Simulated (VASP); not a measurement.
Wanted: the native input for a VASP 6.6.1 run.

| Quantity | Value |
| --- | --- |
| Task | single point |
| Functional | PBE |
| Potentials or basis | VASP PAW PBE potentials, release 64 (Ti_sv, Os) |
| Cutoff | 520 eV |
| k mesh | 6 × 6 × 6 |
| Occupations | fermi-dirac, width 0.2 eV |
| Spin | no spin polarisation |
| Dipole correction | no |
| Further INCAR settings | ALGO = Normal; EDIFF = 1e-06; NBANDS = 26 |

The structure of TiOs3 lies in POSCAR:

```
TiOs3
1.0
    3.8877300000      0.0000000000      0.0000000000
    0.0000000000      3.8877300000      0.0000000000
    0.0000000000      0.0000000000      3.8877300000
Ti Os
1 3
Direct
    0.0000000000      0.0000000000      0.0000000000
    0.5000000000      0.5000000000      0.0000000000
    0.5000000000      0.0000000000      0.5000000000
    0.0000000000      0.5000000000      0.5000000000
```

One way to write it, as run:

INCAR

```
PREC     = Accurate       # precision mode
ENCUT    = 520            # plane-wave cutoff, eV
EDIFF    = 1E-6           # SCF threshold, eV
ISMEAR   = -1             # smearing method
SIGMA    = 0.2            # smearing width, eV
LREAL    = F              # projectors in reciprocal space
LASPH    = T              # aspherical terms in the spheres
NELM     = 80             # most SCF steps
ALGO     = Normal         # electronic algorithm
ISIF     = 2              # what is computed and relaxed
LWAVE    = F              # write WAVECAR
LCHARG   = F              # write CHGCAR
GGA      = PE             # functional
NBANDS   = 26             # bands
```

KPOINTS

```
regular mesh
0
Gamma
  6 6 6
```

Potentials or basis: VASP PAW PBE potentials, release 64 (Ti_sv, Os).

Run with:

```sh
$ cat potpaw_PBE.64/Ti_sv/POTCAR potpaw_PBE.64/Os/POTCAR > POTCAR
$ mpirun -np 1 vasp_std > vasp.out
```

It gave:

| Item | Value |
| --- | --- |
| Pressure | -0.5 GPa |
| Band gap on the k mesh | zero (band 18 reaches 11.63 eV, above the bottom of band 19 at 7.81 eV) |

Caveat: spin-orbit coupling is left out, which moves the levels of the heavy elements.

Wall time 45 s on 1 thread of Intel Xeon 6975P-C, on a shared host, peak memory 0.18 GiB.
